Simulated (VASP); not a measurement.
BeS, 2 atoms in the cell. It takes space group F-43m (No. 216, cubic). Conventional cell: a = 4.882 Å, b = 4.882 Å, c = 4.882 Å, α = 90.00°, β = 90.00°, γ = 90.00°. Within 2.8 Å of S (site symmetry -43m) lie 4 Be at 2.11 Å. Within 2.8 Å of Be (site symmetry -43m) lie 4 S at 2.11 Å.  This cell differs from its parent crystal: volume scaled by 1.02.

* Program: VASP 6.6.1
* Task: single point
* Functional: PBEsol
* Dispersion: D4
* Potentials or basis: VASP PAW PBE potentials, release 64 (S, Be)
* Cutoff: 520 eV
* k mesh: 9 × 9 × 9
* Occupations: methfessel-paxton, width 0.025 eV
* Spin: collinear spin, ferromagnetic start
* Starting moments: [1.0, 0.0] μB
* Fixed moment: 1 μB
* Dipole correction: no
* Further INCAR settings: ALGO = Normal; EDIFF = 1e-07; NBANDS = 15

Potentials or basis: VASP PAW PBE potentials, release 64 (S, Be).

Command:

```bash
$ cat potpaw_PBE.64/S/POTCAR potpaw_PBE.64/Be/POTCAR > POTCAR
$ mpirun -np 1 vasp_std > vasp.out
```

Hardware: 1 thread of Intel Xeon 6975P-C, with other jobs on the host.

Question: How long does it take, and how much memory?

Answer: Wall time 33 s on 1 thread of Intel Xeon 6975P-C, with other jobs on the host, peak memory 0.18 GiB. Counts: scf iterations 14, k points 35.
